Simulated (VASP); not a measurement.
# RbP2 (R-3m) in VASP: single point with PBE

Aim: the single point of RbP2 with PBE.

Everything below comes from runs of VASP 6.6.1. Logs are shortened: lines on timing, memory, paths and dates and some standing lists are left out, and cuts for length are marked.

## 1. The cell of the first run

Symmetry: R-3m, No. 166, trigonal system. The conventional cell has a = 5.145 Å, b = 5.145 Å, c = 12.820 Å, α = 90.00°, β = 90.00°, γ = 120.00°. Rb (site symmetry -3m) has 6 P at 3.02 Å within 4.0 Å. Within 4.0 Å of P (site symmetry 3m) lie 3 Rb at 3.02 Å and 4 P at 3.17 to 3.18 Å.

The cell was built from a structure type or drawn by symmetry, and may not be a known phase.

## 2. Single point, PBE

INCAR reads:

```
SYSTEM = RbP2
PREC = Accurate ; ENCUT = 500
EDIFF = 1E-6 ; ISMEAR = 0
SIGMA = 0.1 ; LREAL = .False.
LASPH = .True. ; NELM = 120
ALGO = Normal ; ISIF = 2
LWAVE = .False. ; LCHARG = .False.
GGA = PE ; NBANDS = 16
GGA_COMPAT = .False.
```

KPOINTS reads:

```
Automatic mesh
0
Gamma
  6 6 6
  0 0 0
```

POSCAR reads:

```
RbP2
1.0
    2.5726371800      1.4853127700      4.2733537800
   -2.5726371800      1.4853127700      4.2733537800
    0.0000000000     -2.9706255400      4.2733537800
Rb P
1 2
Direct
    0.0000000000      0.0000000000      0.0000000000
    0.3760162800      0.3760162800      0.3760162800
    0.6239837200      0.6239837200      0.6239837200
```

Potentials or basis: VASP PAW PBE potentials, release 64 (Rb_sv, P).

On the command line:

```console
> cat potpaw_PBE.64/Rb_sv/POTCAR potpaw_PBE.64/P/POTCAR > POTCAR
> mpirun -np 1 vasp_std > vasp.out
```

OUTCAR:

```text
SYSTEM = RbP2
   PREC = Accurate
   ENCUT = 500
   EDIFF = 1E-6
   ISMEAR = 0
   LREAL = .False.
   LASPH = .True.
   NELM = 120
   ISIF = 2
   GGA = PE

 ion  position               nearest neighbor table
   1  0.000  0.000  0.000-   3 3.02   3 3.02   2 3.02   2 3.02   3 3.02   2 3.02
   2  0.376  0.376  0.376-   1 3.02   1 3.02   1 3.02
   3  0.624  0.624  0.624-   1 3.02   1 3.02   1 3.02

  LATTYP: Found a trigonal (rhomboedric) cell.
 ALAT       =     5.2044373965
 COS(alpha) =     0.5113031922

  Lattice vectors:

 A1 = (   2.5726371800,   1.4853127700,   4.2733537800)
 A2 = (  -2.5726371800,   1.4853127700,   4.2733537800)
 A3 = (   0.0000000000,  -2.9706255400,   4.2733537800)

Analysis of symmetry for initial positions (statically):
=====================================================================
 Subroutine PRICEL returns:
 Original cell was already a primitive cell.

 Routine SETGRP: Setting up the symmetry group for a
 trigonal (rhombohedral) supercell.

 Subroutine GETGRP returns: Found 12 space group operations
 (whereof 12 operations were pure point group operations)
 out of a pool of 12 trial point group operations.

The static configuration has the point symmetry D_3d.

Analysis of symmetry for dynamics (positions and initial velocities):
=====================================================================
 Subroutine PRICEL returns:
 Original cell was already a primitive cell.

 Routine SETGRP: Setting up the symmetry group for a
 trigonal (rhombohedral) supercell.

 Subroutine GETGRP returns: Found 12 space group operations
 (whereof 12 operations were pure point group operations)
 out of a pool of 12 trial point group operations.

The dynamic configuration has the point symmetry D_3d.

 Subroutine INISYM returns: Found 12 space group operations
 (whereof 12 operations are pure point group operations),
 and found     1 'primitive' translations

----------------------------------------------------------------------------------------

                                     Primitive cell

  volume of cell :      97.9753

  direct lattice vectors                    reciprocal lattice vectors
     2.572637180  1.485312770  4.273353780     0.194353096  0.112209812  0.078002747
    -2.572637180  1.485312770  4.273353780    -0.194353096  0.112209812  0.078002747
     0.000000000 -2.970625540  4.273353780     0.000000000 -0.224419624  0.078002747

  length of vectors
     5.204437396  5.204437396  5.204437398     0.237589133  0.237589133  0.237589133

  position of ions in fractional coordinates (direct lattice)
     0.000000000  0.000000000  0.000000000
     0.376016280  0.376016280  0.376016280
     0.623983720  0.623983720  0.623983720

  ion indices of the primitive-cell ions
   primitive index   ion index
                 1           1
                 2           2
                 3           3

----------------------------------------------------------------------------------------

 KPOINTS: Automatic mesh

Automatic generation of k-mesh.
 Grid dimensions read from file:
 generate k-points for:    6    6    6

 Generating k-lattice:

  Cartesian coordinates                     Fractional coordinates (reciprocal lattice)
     0.032392183  0.018701635  0.013000458     0.166666667  0.000000000 -0.000000000
    -0.032392183  0.018701635  0.013000458     0.000000000  0.166666667 -0.000000000
     0.000000000 -0.037403271  0.013000458    -0.000000000 -0.000000000  0.166666667

  Length of vectors
     0.039598189  0.039598189  0.039598189

  Shift w.r.t. Gamma in fractional coordinates (k-lattice)
     0.000000000  0.000000000  0.000000000

 Subroutine IBZKPT returns following result:
 ===========================================

 Found     32 irreducible k-points:

 Following reciprocal coordinates:
            Coordinates               Weight
  0.000000  0.000000  0.000000      1.000000
  0.166667 -0.000000  0.000000      6.000000
  0.333333 -0.000000  0.000000      6.000000
  0.500000 -0.000000  0.000000      3.000000
  0.166667  0.166667  0.000000      6.000000
  0.333333  0.166667 -0.000000     12.000000
[... 16 lines left out ...]
  0.500000  0.500000  0.166667      6.000000
 -0.333333  0.500000  0.166667     12.000000
 [... further k-points ...]
   k-points           NKPTS =     32   k-points in BZ     NKDIM =     32   number of bands    NBANDS=     16
   number of dos      NEDOS =    301   number of ions     NIONS =      3
   total plane-waves  NPLWV =  64000
   dimension x,y,z NGX =    40 NGY =   40 NGZ =   40
   dimension x,y,z NGXF=    80 NGYF=   80 NGZF=   80
   ions per type =               1   2
   NGX,Y,Z   is equivalent  to a cutoff of  12.78, 12.78, 12.78 a.u.
   NGXF,Y,Z  is equivalent  to a cutoff of  25.55, 25.55, 25.55 a.u.
 SYSTEM =  RbP2
   PREC   = accura    normal or accurate (medium, high low for compatibility)
   ISTART =      0    job   : 0-new  1-cont  2-samecut
   ICHARG =      2    charge: 1-file 2-atom 10-const
   ISPIN  =      1    spin polarized calculation?
   LNONCOLLINEAR =      F non collinear calculations
   LSORBIT =      F    spin-orbit coupling
   LASPH  =      T    aspherical Exc in radial PAW
   ENCUT  =  500.0 eV  36.75 Ry    6.06 a.u.   9.49  9.49  9.49*2*pi/ulx,y,z
   NELM   =    120;   NELMIN=  2; NELMDL= -5     # of ELM steps
   EDIFF  = 0.1E-05   stopping-criterion for ELM
   LREAL  =      F    real-space projection
   EDIFFG = 0.1E-04   stopping-criterion for IOM
   NSW    =      0    number of steps for IOM
   IBRION =     -1    ionic relax: 0-MD 1-quasi-New 2-CG
   NFREE  =      0    steps in history (QN), initial steepest desc. (CG)
   ISIF   =      2    stress and relaxation
   ISYM   =      2    0-nonsym 1-usesym 2-fastsym
   POTIM  = 0.5000    time-step for ionic-motion
   TEBEG  =    0.0;   TEEND  =   0.0 temperature during run
   PSTRESS=    0.0 pullay stress
   NELECT =      19.0000    total number of electrons
   NUPDOWN=      -1.0000    fix difference up-down
   EMIN   =  10.00;   EMAX   =-10.00  energy-range for DOS
   EFERMI =   0.00;   METHOD = LEGACY
   ISMEAR =     0;   SIGMA  =   0.10  broadening in eV -4-tet -1-fermi 0-gaus
   EFERMI_NEDOS =   21; number of points for ismear=-14 and -15
   IALGO  =     38    algorithm
   IMIX   =      4    mixing-type and parameters
     AMIX     =   0.40;   BMIX     =  1.00
     AMIX_MAG =   1.60;   BMIX_MAG =  1.00
  volume/ion in A,a.u.               =      32.66       220.39
  Fermi-wavevector in a.u.,A,eV,Ry     =   0.947590  1.790686 12.217038  0.897927
  Thomas-Fermi vector in A             =   2.075698
   LORBIT       =      0    0 simple, 1 ext, 2 COOP (PROOUT), +10 PAW based schemes
   GGA     = PE    functional components
   LHFCALC =     F    Hartree Fock is set to
   AEXX    =    0.0000 exact exchange contribution
   IVDW    =     0    specifies the selected vdW correction
   LEPSILON=     F    determine dielectric tensor
   LRPA    =     F    only Hartree local field effects (RPA)
 non-spin polarized calculation
 Gauss-broadening in eV      SIGMA  =   0.10
  energy-cutoff  :      500.00
  volume of cell :       97.98
 maximum number of plane-waves:      2511
 NGX is ok and might be reduce to    40
   NGX = 19   NGY = 19   NGZ = 19

 number of electron      18.9999999 magnetization

 Free energy of the ion-electron system (eV)
  ---------------------------------------------------
  ext. energy  EPLUGINS =         0.00000000
  ---------------------------------------------------
  free energy    TOTEN  =        -8.63865364 eV

  energy without entropy =       -8.62634073  energy(sigma->0) =       -8.63249719

 E-fermi :   1.5627     XC(G=0):  -7.8681

 val. band max:        1.5279710580   @ k =  -0.3333   0.3333   0.3333
 cond. band min:       1.5681216355   @ k =   0.5000  -0.0000   0.0000
 fundamental gap:      0.0401505775
 Fermi energy:         1.5626591978

 k-point     1 :       0.0000    0.0000    0.0000
  band No.  band energies     occupation
      1     -24.8426      2.00000
      2      -9.1970      2.00000
      3      -9.1970      2.00000
      4      -9.0382      2.00000
      5      -8.9069      2.00000
      6      -6.0643      2.00000
[... 8 lines left out ...]
     15       6.8018      0.00000
     16       8.7357      0.00000

 k-point     2 :       0.1667   -0.0000    0.0000
  band No.  band energies     occupation
      1     -24.8405      2.00000
      2      -9.6735      2.00000
      3      -9.2136      2.00000
      4      -9.0331      2.00000
      5      -8.2726      2.00000
      6      -6.3057      2.00000
[... 8 lines left out ...]
     15       7.0466      0.00000
     16       8.5770      0.00000

 k-point     3 :       0.3333   -0.0000    0.0000
  band No.  band energies     occupation
      1     -24.8364      2.00000
      2     -10.0422      2.00000
      3      -9.2462      2.00000
      4      -9.0195      2.00000
      5      -7.5425      2.00000
      6      -6.7334      2.00000
[... 8 lines left out ...]
     15       7.3823      0.00000
     16       8.7745      0.00000

 k-point     4 :       0.5000   -0.0000    0.0000
  band No.  band energies     occupation
      1     -24.8343      2.00000
      2     -10.1664      2.00000
      3      -9.2623      2.00000
      4      -9.0112      2.00000
      5      -7.1538      2.00000
      6      -6.9853      2.00000
[... 8 lines left out ...]
     15       7.5460      0.00000
     16       8.3030      0.00000

 k-point     5 :       0.1667    0.1667    0.0000
  band No.  band energies     occupation
      1     -24.8403      2.00000
      2      -9.6473      2.00000
      3      -9.2204      2.00000
      4      -9.0476      2.00000
      5      -8.2655      2.00000
      6      -6.3481      2.00000
[... 8 lines left out ...]
     15       7.2223      0.00000
     16       8.7555      0.00000

 k-point     6 :       0.3333    0.1667   -0.0000
  band No.  band energies     occupation
      1     -24.8371      2.00000
      2      -9.8987      2.00000
      3      -9.3093      2.00000
      4      -9.0356      2.00000
      5      -7.6950      2.00000
      6      -6.6685      2.00000
[... 8 lines left out ...]
     15       7.6576      0.00000
     16       8.9465      0.00000

 k-point     7 :       0.5000    0.1667    0.0000
  band No.  band energies     occupation
      1     -24.8341      2.00000
      2     -10.0512      2.00000
      3      -9.4287      2.00000
      4      -9.0203      2.00000
      5      -7.1285      2.00000
      6      -6.9398      2.00000
[... 8 lines left out ...]
     15       7.9897      0.00000
     16       8.4293      0.00000

 k-point     8 :      -0.3333    0.1667   -0.0000
  band No.  band energies     occupation
      1     -24.8344      2.00000
      2     -10.0644      2.00000
      3      -9.4268      2.00000
      4      -9.0123      2.00000
      5      -7.2661      2.00000
      6      -6.7638      2.00000
[... 8 lines left out ...]
     15       7.4103      0.00000
     16       8.7379      0.00000

 k-point     9 :      -0.1667    0.1667    0.0000
  band No.  band energies     occupation
      1     -24.8376      2.00000
      2      -9.9305      2.00000
      3      -9.3038      2.00000
      4      -9.0180      2.00000
      5      -7.7469      2.00000
      6      -6.5444      2.00000
[... 8 lines left out ...]
     15       7.0240      0.00000
     16       9.5740      0.00000
[... 172 lines left out ...]
 k-point    19 :       0.3333    0.3333    0.1667
  band No.  band energies     occupation
      1     -24.8390      2.00000
      2      -9.5822      2.00000
      3      -9.2266      2.00000
      4      -9.1022      2.00000
      5      -8.1195      2.00000
      6      -6.6602      2.00000
[... 8 lines left out ...]
     15       7.7036      0.00000
     16       9.1375      0.00000

 k-point    20 :       0.5000    0.3333    0.1667
  band No.  band energies     occupation
      1     -24.8360      2.00000
      2      -9.8258      2.00000
      3      -9.3244      2.00000
      4      -9.0746      2.00000
      5      -7.5426      2.00000
      6      -6.9619      2.00000
[... 8 lines left out ...]
     15       8.3737      0.00000
     16       8.5944      0.00000

 k-point    21 :      -0.3333    0.3333    0.1667
  band No.  band energies     occupation
      1     -24.8336      2.00000
      2      -9.9829      2.00000
      3      -9.4573      2.00000
      4      -9.0390      2.00000
      5      -7.2926      2.00000
      6      -6.8475      2.00000
[... 8 lines left out ...]
     15       7.9302      0.00000
     16       8.5467      0.00000

 k-point    22 :      -0.1667    0.3333    0.1667
  band No.  band energies     occupation
      1     -24.8341      2.00000
      2     -10.0147      2.00000
      3      -9.4497      2.00000
      4      -9.0208      2.00000
      5      -7.4245      2.00000
      6      -6.6418      2.00000
[... 8 lines left out ...]
     15       7.5505      0.00000
     16       8.6523      0.00000

 k-point    23 :       0.5000    0.5000    0.1667
  band No.  band energies     occupation
      1     -24.8349      2.00000
      2      -9.8859      2.00000
      3      -9.2684      2.00000
      4      -9.0812      2.00000
      5      -7.6856      2.00000
      6      -6.8205      2.00000
[... 8 lines left out ...]
     15       7.8527      0.00000
     16       9.0739      0.00000

 k-point    24 :      -0.3333    0.5000    0.1667
  band No.  band energies     occupation
      1     -24.8334      2.00000
      2      -9.9224      2.00000
      3      -9.4886      2.00000
      4      -9.0475      2.00000
      5      -7.4687      2.00000
      6      -6.7103      2.00000
[... 8 lines left out ...]
     15       8.0596      0.00000
     16       8.7710      0.00000

 [... further k-points ...]
[... 5 lines left out ...]
  --------------------------------------------------------------------------------------
  -------------------------------------------------------------------------------------
  Total        2.4668526      2.4668526     -4.2547578      0.0000000      0.0000000      0.0000000
  in kB       40.3401238     40.3401239    -69.5775077      0.0000000      0.0000000      0.0000000
  external PRESSURE =       3.7009133 kB  Pullay stress =       0.0000000 kB

 VOLUME and BASIS-vectors are now :
 -----------------------------------------------------------------------------
  energy-cutoff  :      500.00
  volume of cell :       97.98
      direct lattice vectors                 reciprocal lattice vectors
     2.572637180  1.485312770  4.273353780     0.194353096  0.112209812  0.078002747
    -2.572637180  1.485312770  4.273353780    -0.194353096  0.112209812  0.078002747
     0.000000000 -2.970625540  4.273353780     0.000000000 -0.224419624  0.078002747

 POSITION                                       TOTAL-FORCE (eV/Angst)
 -----------------------------------------------------------------------------------
      0.00000      0.00000      0.00000         0.000000      0.000000     -0.000000
      0.00000      0.00000      4.82055        -0.000000      0.000000      0.377399
      0.00000      0.00000      7.99951        -0.000000     -0.000000     -0.377399
 -----------------------------------------------------------------------------------
    total drift:                                0.000000      0.000000     -0.000000

  FREE ENERGIE OF THE ION-ELECTRON SYSTEM (eV)
  ---------------------------------------------------
  free  energy   TOTEN  =        -8.6386536381 eV

  energy  without entropy=       -8.6263407342  energy(sigma->0) =       -8.63249719
```

Run time: 50 s. Hardware: 1 thread of Intel Xeon Platinum 8259CL at 2.50GHz (Skylake/Cascade Lake), shared host; peak memory 0.26 GiB.

What came out:

* Free energy: -8.6387 eV
* Pressure: 0.4 GPa
* Largest force: 0.377 eV/Å
* Band gap on the k mesh: zero (an odd number of electrons rules out a gap without spin polarisation)

Forces on the atoms (eV/Å):
```
Rb   0.000  0.000  0.000
P    0.000  0.000  0.377
P    0.000  0.000 -0.377
```

Levels at points of the mesh, in eV from the Fermi level:
```
           k point  band 5  band 6  band 7  band 8  band 9  band 10  band 11  band 12  band 13  band 14
(0.00, 0.00, 0.00)  -10.47   -7.63   -2.24   -2.24   -1.55     0.11     0.61     0.61     3.39     5.24
(0.50, 0.00, 0.00)   -8.72   -8.55   -2.26   -1.83   -1.43     0.01     0.55     1.20     4.36     4.71
(0.50, 0.50, 0.00)   -9.35   -8.08   -2.65   -1.87   -0.75    -0.63     0.81     1.62     5.05     5.31
(0.50, 0.50, 0.50)   -9.93   -8.42   -2.62   -2.62   -2.03     1.20     1.38     1.38     6.02     6.02
```
